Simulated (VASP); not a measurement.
# Be (P6_3/mmc) in VASP: further runs

Be is run at these levels: PBEsol; tasks: single point, relaxation of cell and atoms.

All numbers are computed with VASP 6.6.1; they aren't measurements. Logs are shortened: lines on timing, memory, paths and dates and some standing lists are left out, and cuts for length are marked.

### Step 1. The cell of the first run

It takes space group P6_3/mmc (No. 194, hexagonal). Conventional cell: a = 2.261 Å, b = 2.261 Å, c = 3.543 Å, α = 90.00°, β = 90.00°, γ = 120.00°. Within 2.9 Å of Be (site symmetry -6m2) lie 12 Be at 2.20 to 2.26 Å.

### Step 2. Single point, PBEsol

INCAR

```
SYSTEM = Be
ALGO     = Normal         ! electronic algorithm
EDIFF    = 1E-6           ! SCF threshold, eV
ENCUT    = 520            ! plane-wave cutoff, eV
GGA      = PS             ! functional
ISIF     = 2              ! what is computed and relaxed
ISMEAR   = -1             ! smearing method
LASPH    = .True.         ! aspherical terms in the spheres
LCHARG   = .True.         ! write CHGCAR
LELF     = .True.         ! ELF
LREAL    = .False.        ! projectors in reciprocal space
LVHAR    = .True.       
LWAVE    = .False.        ! write WAVECAR
NBANDS   = 9              ! bands
NELM     = 80             ! most SCF steps
PREC     = Accurate       ! precision mode
SIGMA    = 0.05           ! smearing width, eV
```

KPOINTS

```
k-points
0
Gamma
  13 13 8
  0 0 0
```

POSCAR

```
Be
1.0
    2.2606469737      0.0000000000      0.0000000000
   -1.1303234868      1.9577777082      0.0000000000
    0.0000000000      0.0000000000      3.5425136914
Be
2
Direct
    0.6666666667      0.3333333333      0.7500000000
    0.3333333333      0.6666666667      0.2500000000
```

Potentials or basis: VASP PAW PBE potentials, release 64 (Be).

Launch:

```bash
$ cat potpaw_PBE.64/Be/POTCAR > POTCAR
$ mpirun -np 1 vasp_std > vasp.out
```

OUTCAR:

```text
SYSTEM = Be
   EDIFF = 1E-6
   ENCUT = 520
   GGA = PS
   ISIF = 2
   ISMEAR = -1
   LASPH = .True.
   LREAL = .False.
   NELM = 80
   PREC = Accurate

 ion  position               nearest neighbor table
   1  0.667  0.333  0.750-   2 2.20   2 2.20   2 2.20   2 2.20   2 2.20   2 2.20
   2  0.333  0.667  0.250-   1 2.20   1 2.20   1 2.20   1 2.20   1 2.20   1 2.20

  LATTYP: Found a hexagonal cell.
 ALAT       =     2.2606469737
 C/A-ratio  =     1.5670353366

  Lattice vectors:

 A1 = (   2.2606469737,   0.0000000000,   0.0000000000)
 A2 = (  -1.1303234868,   1.9577777082,   0.0000000000)
 A3 = (   0.0000000000,   0.0000000000,   3.5425136914)

Analysis of symmetry for initial positions (statically):
=====================================================================
 Subroutine PRICEL returns:
 Original cell was already a primitive cell.

 Routine SETGRP: Setting up the symmetry group for a
 hexagonal supercell.

 Subroutine GETGRP returns: Found 24 space group operations
 (whereof 12 operations were pure point group operations)
 out of a pool of 24 trial point group operations.

The static configuration has the point symmetry D_3d.
 The point group associated with its full space group is D_6h.

Analysis of symmetry for dynamics (positions and initial velocities):
=====================================================================
 Subroutine PRICEL returns:
 Original cell was already a primitive cell.

 Routine SETGRP: Setting up the symmetry group for a
 hexagonal supercell.

 Subroutine GETGRP returns: Found 24 space group operations
 (whereof 12 operations were pure point group operations)
 out of a pool of 24 trial point group operations.

The dynamic configuration has the point symmetry D_3d.
 The point group associated with its full space group is D_6h.

 Subroutine INISYM returns: Found 24 space group operations
 (whereof 12 operations are pure point group operations),
 and found     1 'primitive' translations

----------------------------------------------------------------------------------------

                                     Primitive cell

  volume of cell :      15.6786

  direct lattice vectors                    reciprocal lattice vectors
     2.260646974  0.000000000  0.000000000     0.442351244  0.255391610  0.000000000
    -1.130323487  1.957777708  0.000000000     0.000000000  0.510783219  0.000000000
     0.000000000  0.000000000  3.542513691     0.000000000  0.000000000  0.282285430

  length of vectors
     2.260646974  2.260646974  3.542513691     0.510783219  0.510783219  0.282285430

  position of ions in fractional coordinates (direct lattice)
     0.666666667  0.333333333  0.750000000
     0.333333333  0.666666667  0.250000000

  ion indices of the primitive-cell ions
   primitive index   ion index
                 1           1
                 2           2

----------------------------------------------------------------------------------------

 KPOINTS: k-points

Automatic generation of k-mesh.
 Grid dimensions read from file:
 generate k-points for:   13   13    8

 Generating k-lattice:

  Cartesian coordinates                     Fractional coordinates (reciprocal lattice)
     0.034027019  0.019645508  0.000000000     0.076923077 -0.000000000  0.000000000
     0.000000000  0.039291017  0.000000000     0.000000000  0.076923077  0.000000000
     0.000000000  0.000000000  0.035285679     0.000000000  0.000000000  0.125000000

  Length of vectors
     0.039291017  0.039291017  0.035285679

  Shift w.r.t. Gamma in fractional coordinates (k-lattice)
     0.000000000  0.000000000  0.000000000

 Subroutine IBZKPT returns following result:
 ===========================================

 Found    105 irreducible k-points:

 Following reciprocal coordinates:
            Coordinates               Weight
  0.000000  0.000000  0.000000      1.000000
  0.076923  0.000000  0.000000      6.000000
  0.153846  0.000000  0.000000      6.000000
  0.230769  0.000000  0.000000      6.000000
  0.307692  0.000000  0.000000      6.000000
  0.384615  0.000000  0.000000      6.000000
[... 16 lines left out ...]
  0.076923  0.000000  0.125000     12.000000
  0.153846  0.000000  0.125000     12.000000
 [... further k-points ...]
   k-points           NKPTS =    105   k-points in BZ     NKDIM =    105   number of bands    NBANDS=      9
   number of dos      NEDOS =    301   number of ions     NIONS =      2
   total plane-waves  NPLWV =   9072
   dimension x,y,z NGX =    18 NGY =   18 NGZ =   28
   dimension x,y,z NGXF=    36 NGYF=   36 NGZF=   56
   ions per type =               2
   NGX,Y,Z   is equivalent  to a cutoff of  13.24, 13.24, 13.14 a.u.
   NGXF,Y,Z  is equivalent  to a cutoff of  26.47, 26.47, 26.28 a.u.
 SYSTEM =  Be
   PREC   = accura    normal or accurate (medium, high low for compatibility)
   ISTART =      0    job   : 0-new  1-cont  2-samecut
   ICHARG =      2    charge: 1-file 2-atom 10-const
   ISPIN  =      1    spin polarized calculation?
   LNONCOLLINEAR =      F non collinear calculations
   LSORBIT =      F    spin-orbit coupling
   LASPH  =      T    aspherical Exc in radial PAW
   ENCUT  =  520.0 eV  38.22 Ry    6.18 a.u.   4.20  4.20  6.59*2*pi/ulx,y,z
   NELM   =     80;   NELMIN=  2; NELMDL= -5     # of ELM steps
   EDIFF  = 0.1E-05   stopping-criterion for ELM
   LREAL  =      F    real-space projection
   EDIFFG = 0.1E-04   stopping-criterion for IOM
   NSW    =      0    number of steps for IOM
   IBRION =     -1    ionic relax: 0-MD 1-quasi-New 2-CG
   NFREE  =      0    steps in history (QN), initial steepest desc. (CG)
   ISIF   =      2    stress and relaxation
   ISYM   =      2    0-nonsym 1-usesym 2-fastsym
   POTIM  = 0.5000    time-step for ionic-motion
   TEBEG  =    0.0;   TEEND  =   0.0 temperature during run
   PSTRESS=    0.0 pullay stress
   NELECT =       4.0000    total number of electrons
   NUPDOWN=      -1.0000    fix difference up-down
   EMIN   =  10.00;   EMAX   =-10.00  energy-range for DOS
[... 5 lines left out ...]
     AMIX     =   0.40;   BMIX     =  1.00
     AMIX_MAG =   1.60;   BMIX_MAG =  1.00
  volume/ion in A,a.u.               =       7.84        52.90
  Fermi-wavevector in a.u.,A,eV,Ry     =   1.038307  1.962115 14.668176  1.078081
  Thomas-Fermi vector in A             =   2.172785
   LORBIT       =      0    0 simple, 1 ext, 2 COOP (PROOUT), +10 PAW based schemes
   GGA     = PS    functional components
   LHFCALC =     F    Hartree Fock is set to
   AEXX    =    0.0000 exact exchange contribution
   IVDW    =     0    specifies the selected vdW correction
   LEPSILON=     F    determine dielectric tensor
   LRPA    =     F    only Hartree local field effects (RPA)
 non-spin polarized calculation
  energy-cutoff  :      520.00
  volume of cell :       15.68
 maximum number of plane-waves:       446
 NGX is ok and might be reduce to    18
   NGX =  9   NGY =  9   NGZ = 13

 number of electron       4.0000000 magnetization

 Free energy of the ion-electron system (eV)
  ---------------------------------------------------
  ext. energy  EPLUGINS =         0.00000000
  ---------------------------------------------------
  free energy    TOTEN  =        -7.99368651 eV

  energy without entropy =       -7.99262831  energy(sigma->0) =       -7.99315741

 E-fermi :   6.9118     XC(G=0): -10.6357

 val. band max:        6.8402629340   @ k =   0.2308   0.1538   0.0000
 cond. band min:       6.9868973387   @ k =   0.3077   0.1538   0.0000
 fundamental gap:      0.1466344048
 Fermi energy:         6.9118400385

 k-point     1 :       0.0000    0.0000    0.0000
  band No.  band energies     occupation
      1      -4.3050      2.00000
      2       2.6406      2.00000
      3       8.3232      0.00000
      4      23.0869      0.00000
      5      23.0869      0.00000
      6      25.9759      0.00000
      7      25.9759      0.00000
      8      28.2648      0.00000
      9      34.2578      0.00000

 k-point     2 :       0.0769    0.0000    0.0000
  band No.  band energies     occupation
      1      -4.1353      2.00000
      2       2.8642      2.00000
      3       8.3688      0.00000
      4      21.7376      0.00000
      5      22.1172      0.00000
      6      25.9925      0.00000
      7      26.4482      0.00000
      8      27.9113      0.00000
      9      32.0159      0.00000

 k-point     3 :       0.1538    0.0000    0.0000
  band No.  band energies     occupation
      1      -3.6259      2.00000
      2       3.5337      2.00000
      3       8.4788      0.00000
      4      18.8545      0.00000
      5      20.4754      0.00000
      6      25.7972      0.00000
      7      26.5392      0.00000
      8      26.5658      0.00000
      9      28.9744      0.00000

 k-point     4 :       0.2308    0.0000    0.0000
  band No.  band energies     occupation
      1      -2.7762      2.00000
      2       4.6443      2.00000
      3       8.5102      0.00000
      4      15.8726      0.00000
      5      18.9577      0.00000
      6      23.8968      0.00000
      7      24.3621      0.00000
      8      25.9327      0.00000
      9      27.1332      0.00000

 k-point     5 :       0.3077    0.0000    0.0000
  band No.  band energies     occupation
      1      -1.5904      2.00000
      2       6.1833      2.00000
      3       7.9799      0.00000
      4      13.8137      0.00000
      5      17.7548      0.00000
      6      20.5010      0.00000
      7      21.7106      0.00000
      8      25.1604      0.00000
      9      26.8452      0.00000

 k-point     6 :       0.3846    0.0000    0.0000
  band No.  band energies     occupation
      1      -0.0920      2.00000
      2       6.3892      1.99994
      3       8.1117      0.00000
      4      13.3617      0.00000
      5      16.9318      0.00000
      6      17.1141      0.00000
      7      19.2727      0.00000
      8      24.5431      0.00000
      9      26.8422      0.00000
[... 169 lines left out ...]
 k-point    21 :       0.3077    0.3077    0.0000
  band No.  band energies     occupation
      1       3.7850      2.00000
      2       6.3492      1.99997
      3       6.6398      1.99137
      4      12.6580      0.00000
      5      13.9489      0.00000
      6      14.8261      0.00000
      7      19.7129      0.00000
      8      21.1130      0.00000
      9      21.5306      0.00000

 k-point    22 :       0.0000    0.0000    0.1250
  band No.  band energies     occupation
      1      -4.1685      2.00000
      2       1.8992      2.00000
      3       9.3848      0.00000
      4      23.2122      0.00000
      5      23.2122      0.00000
      6      25.9325      0.00000
      7      25.9325      0.00000
      8      27.2475      0.00000
      9      34.9148      0.00000

 k-point    23 :       0.0769    0.0000    0.1250
  band No.  band energies     occupation
      1      -3.9987      2.00000
      2       2.1041      2.00000
      3       9.4473      0.00000
      4      21.8711      0.00000
      5      22.2583      0.00000
      6      25.8095      0.00000
      7      26.2903      0.00000
      8      27.1056      0.00000
      9      31.9761      0.00000

 k-point    24 :       0.1538    0.0000    0.1250
  band No.  band energies     occupation
      1      -3.4889      2.00000
      2       2.7123      2.00000
      3       9.6100      0.00000
      4      18.9847      0.00000
      5      20.6313      0.00000
      6      25.2210      0.00000
      7      26.0591      0.00000
      8      26.1648      0.00000
      9      29.2457      0.00000

 [... further k-points ...]
[... 5 lines left out ...]
  --------------------------------------------------------------------------------------
  -------------------------------------------------------------------------------------
  Total        0.0432161      0.0432161      0.0512666      0.0000000      0.0000000      0.0000000
  in kB        4.4161985      4.4161985      5.2388672      0.0000000      0.0000000      0.0000000
  external PRESSURE =       4.6904214 kB  Pullay stress =       0.0000000 kB

 VOLUME and BASIS-vectors are now :
 -----------------------------------------------------------------------------
  energy-cutoff  :      520.00
  volume of cell :       15.68
      direct lattice vectors                 reciprocal lattice vectors
     2.260646974  0.000000000  0.000000000     0.442351244  0.255391610  0.000000000
    -1.130323487  1.957777708  0.000000000     0.000000000  0.510783219  0.000000000
     0.000000000  0.000000000  3.542513691     0.000000000  0.000000000  0.282285430

 POSITION                                       TOTAL-FORCE (eV/Angst)
 -----------------------------------------------------------------------------------
      1.13032      0.65259      2.65689         0.000000     -0.000000      0.000000
     -0.00000      1.30519      0.88563        -0.000000      0.000000      0.000000
 -----------------------------------------------------------------------------------
    total drift:                                0.000000     -0.000000      0.000000

  FREE ENERGIE OF THE ION-ELECTRON SYSTEM (eV)
  ---------------------------------------------------
  free  energy   TOTEN  =        -7.9936865114 eV

  energy  without entropy=       -7.9926283092  energy(sigma->0) =       -7.99315741
```

Wall time 8.4 s (1 thread of Intel Xeon Platinum 8259CL at 2.50GHz (Skylake/Cascade Lake), shared host); peak memory 0.13 GiB.

Results:

```
Free energy            : -7.9937 eV
Pressure               : 0.5 GPa
Band gap on the k mesh : zero (band 2 reaches 8.18 eV, above the bottom of band 3 at 6.54 eV)
```

Stress tensor (GPa, compression positive):
```
0.44 0.00 0.00
0.00 0.44 0.00
0.00 0.00 0.52
```

Caveat: the PAW data sets were made with another functional, which shifts forces and pressure a little.

### Step 3. Relaxation of cell and atoms, PBEsol

This run uses another cell than the first one, of 8.11 Å³/atom, 1.034 times its volume.

INCAR

```
PREC = Accurate ; ENCUT = 600
EDIFF = 1E-6 ; ISMEAR = -1
SIGMA = 0.05 ; LREAL = F
LASPH = T ; NELM = 80
ALGO = Normal ; ISIF = 3
LWAVE = F ; LCHARG = F
GGA = PS ; IBRION = 2
NSW = 80 ; EDIFFG = -0.02
```

KPOINTS

```
Automatic mesh
0
Gamma
  13 13 8
```

POSCAR

```
Be
1.0
    2.2853000000      0.0000000000      0.0000000000
   -1.1426500000      1.9791278553      0.0000000000
    0.0000000000      0.0000000000      3.5842000000
Be
2
Direct
    0.6666666667      0.3333333333      0.7500000000
    0.3333333333      0.6666666667      0.2500000000
```

Potentials or basis: VASP PAW PBE potentials, release 64 (Be).

Launch:

```bash
$ cat potpaw_PBE.64/Be/POTCAR > POTCAR
$ mpirun -np 1 vasp_std > vasp.out
```

Run time: 11 s. Hardware: 1 thread of Intel Xeon Platinum 8259CL at 2.50GHz (Skylake/Cascade Lake), shared host; peak memory 0.13 GiB.

The run converged. Its results:

- Free energy: -7.9938 eV
- Relaxed volume: 7.87 Å³/atom
- Relaxed cell: a = 2.265 Å, b = 2.265 Å, c = 3.544 Å, α = 90.00°, β = 90.00°, γ = 120.00°
- Space group after relaxing (to 0.05 Å): P6_3/mmc (No. 194)
- Energy gained by relaxing: 2.7 meV/atom
- Ionic steps: 3
- Pressure after relaxing: 0.0 GPa
- Band gap on the k mesh: zero (band 2 reaches 8.14 eV, above the bottom of band 3 at 6.50 eV)

Stress tensor (GPa, compression positive):
```
-0.19  0.00  0.00
 0.00 -0.19  0.00
 0.00  0.00  0.29
```

The path:
| step | energy change (eV) | largest force (eV/Å) | pressure (GPa) | volume (Å³) |
| --- | --- | --- | --- | --- |
| 1 | 0.0000 | 0.0000 | -3.51 | 16.21 |
| 2 | -0.0052 | 0.0000 | -0.46 | 15.80 |
| 3 | -0.0053 | 0.0000 | -0.03 | 15.74 |

Final structure:
```
Be
1.0
     2.26478    0.00000    0.00000
    -1.13239    1.96136    0.00000
     0.00000    0.00000    3.54415
Be
2
Cartesian
  1.1324 0.6538 2.6581
  0.0000 1.3076 0.8860
```

Levels at points of the mesh, in eV from the Fermi level:
| k point | band 1 | band 2 | band 3 | band 4 | band 5 | band 6 |
| --- | --- | --- | --- | --- | --- | --- |
| (0.00, 0.00, 0.00) | -11.20 | -4.25 | 1.42 | 16.09 | 16.09 | 18.98 |
| (0.00, 0.00, 0.50) | -9.02 | -9.02 | 11.10 | 11.10 | 17.78 | 17.78 |

Caveat: the PAW data sets were made with another functional, which shifts forces and pressure a little.

(Continued in part 2 of 2.)
